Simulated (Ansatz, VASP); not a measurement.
# Ca: VASP beside Ansatz

```
Ca
1.0
     0.00000    2.77090    2.77090
     2.77090    0.00000    2.77090
     2.77090    2.77090    0.00000
Ca
1
Direct
  0.00000 0.00000 0.00000
```

Alike in both runs: task single point; functional BLYP; k mesh 16 × 16 × 16; occupations fermi-dirac, width 0.1 eV; no spin polarisation.

|  | VASP | Ansatz |
| --- | --- | --- |
| version | VASP 6.6.1 | Ansatz 0.2.0 |
| potentials or method | VASP PAW PBE potentials, release 64 (Ca_sv), cutoff 520 eV | plane waves (420 eV) with PAW, scalar-relativistic |
| valence electrons in the cell | 10 | 10 |

```tsv
	VASP	Ansatz	Ansatz less VASP
pressure (GPa)	0.0	0.0	-0.02
```

VASP's potentials were made for PBE, not for BLYP. With one functional, cell and mesh, what is left measures potentials, basis and numerics.
